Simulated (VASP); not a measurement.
Runs of VASP 6.6.1 on CdO (Monteponite). The structure is that of space group Fm-3m (No. 225), or close to it. The cells are those of the table. 

```csv
task,level,cell,k mesh,ions in elastic constants,gap on the mesh (eV),pressure (GPa)
single point,PBE+D4,"a = 3.300 Å, angles 60.0°, 2 atoms",10 × 10 × 10,-,none,7.0
single point,BLYP,"a = 3.366 Å, angles 60.0°, 2 atoms",10 × 10 × 10,-,none,7.0
single point,BLYP+D3(BJ),"a = 3.278 Å, angles 60.0°, 2 atoms",10 × 10 × 10,-,none,(a)
single point,BLYP+D3(BJ),"a = 3.300 Å, angles 60.0°, 2 atoms",10 × 10 × 10,-,none,8.9
```

Alike in all rows: potentials or basis VASP PAW PBE potentials, release 64 (Cd, O); no spin polarisation; cutoff (eV) 600; smearing fermi-dirac 0.05 eV.

Estimate the missing entries.

(a) 12.7.

Caveats: pairwise dispersion overbinds metals, which lowers pressure and volume (some runs); the PAW data sets were made with another functional, which shifts forces and pressure a little (some runs).

A k mesh can miss the band edges, and the runs leave out spin-orbit coupling on Cd.

A gap of «none» marks levels without a gap at the run's occupations.
